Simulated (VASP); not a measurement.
# Si: single point with PBE

The system is Si.

```
Si
1.0
     0.00000   -2.71206   -2.71206
     0.00000    2.71206   -2.71206
     5.42412    0.00000    0.00000
Si
4
Direct
  0.50793 0.52919 0.00000
  0.99207 0.97081 0.50000
  0.00793 0.47081 0.25000
  0.49207 0.02919 0.75000
```

This cell differs from its parent crystal: atoms displaced along a vibrational mode, the cell strained.

- Program: VASP 6.6.1
- Task: single point
- Functional: PBE
- Potentials or basis: VASP PAW PBE potentials, release 64 (Si)
- Cutoff: 520 eV
- k mesh: 8 × 8 × 6
- Occupations: gaussian, width 0.05 eV
- Spin: no spin polarisation

```
Pressure               : 1.8 GPa
Largest force          : 0.272 eV/Å
Band gap on the k mesh : 0.53 eV (least direct gap 0.67 eV)
```

Forces in eV/Å, atoms in the order of the input:
```
Si   0.106 -0.131  0.213
Si   0.106  0.131 -0.213
Si  -0.106  0.213 -0.131
Si  -0.106 -0.213  0.131
```

Stress tensor (GPa, compression positive):
```
 1.70  0.00  0.00
 0.00  1.79 -0.22
 0.00 -0.22  1.79
```

Levels at points of the mesh, in eV from the valence-band top:
| k point | band 5 | band 6 | band 7 | band 8 | band 9 | band 10 | band 11 | band 12 |
| --- | --- | --- | --- | --- | --- | --- | --- | --- |
| (0.00, 0.00, 0.00) | -2.86 | -0.29 | -0.01 | 0.00 | 0.67 | 0.88 | 2.52 | 2.54 |
| (0.50, 0.00, 0.00) | -3.80 | -3.80 | -1.38 | -1.38 | 2.38 | 2.38 | 4.71 | 4.71 |
| (0.00, 0.50, 0.00) | -3.81 | -3.81 | -1.32 | -1.32 | 2.43 | 2.43 | 4.73 | 4.73 |
| (0.50, 0.50, 0.00) | -2.89 | -2.89 | -2.87 | -2.87 | 0.61 | 0.61 | 0.62 | 0.62 |
| (0.00, 0.00, 0.50) | -1.94 | -1.94 | -1.90 | -1.90 | 1.09 | 1.09 | 2.99 | 2.99 |
| (0.50, 0.00, 0.50) | -1.25 | -1.25 | -1.20 | -1.20 | 1.50 | 1.50 | 3.27 | 3.27 |
| (0.00, 0.50, 0.50) | -1.23 | -1.23 | -1.19 | -1.19 | 1.47 | 1.47 | 3.26 | 3.26 |
| (0.50, 0.50, 0.50) | -3.91 | -3.91 | -3.91 | -3.91 | 4.16 | 4.16 | 4.16 | 4.16 |

It took 58 s on 1 thread of AMD EPYC 9R45 96-Core Processor (Zen 5), on a shared host, peak memory 0.2 GiB.

Caveat: the cell differs from its parent crystal (atoms displaced along a vibrational mode, the cell strained). A k mesh can miss the band edges.
